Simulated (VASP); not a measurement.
Cu: single point with PBEsol

The system is Cu.

```
CELL_PARAMETERS angstrom
-1.42985 1.42985 1.36374
1.42985 -1.42985 1.36374
1.42985 1.42985 -1.36374
ATOMIC_POSITIONS crystal
Cu 0.00000 0.00000 0.00000
```

* Program: VASP 6.6.1
* Task: single point
* Functional: PBEsol
* Potentials or basis: VASP PAW PBE potentials, release 64 (Cu)
* Cutoff: 520 eV
* k mesh: 14 × 14 × 14
* Occupations: methfessel-paxton, width 0.1 eV
* Spin: no spin polarisation

```yaml
Pressure: 3.9 GPa
```

Stress tensor (GPa, compression positive):
```
4.07 0.00 0.00
0.00 4.07 0.00
0.00 0.00 3.54
```

Levels at points of the mesh, in eV from the Fermi level:
```tsv
k point	band 3	band 4	band 5	band 6	band 7	band 8	band 9	band 10
(0.00, 0.00, 0.00)	-3.24	-3.24	-2.33	-2.11	25.11	25.11	26.36	29.33
(0.50, 0.00, 0.00)	-2.23	-2.00	-1.41	-0.66	4.82	17.53	17.75	21.65
(0.50, 0.50, 0.00)	-2.40	-2.14	-1.43	-1.03	4.28	18.79	19.20	22.83
(0.50, 0.50, 0.50)	-1.61	-1.61	-1.56	7.79	7.79	9.66	13.53	14.21
```

It took 41 s on 1 thread of AMD EPYC 7R43 64-Core Processor (Zen 3), on a shared host, peak memory 0.11 GiB.

Caveat: the PAW data sets were made with another functional, which shifts forces and pressure a little.
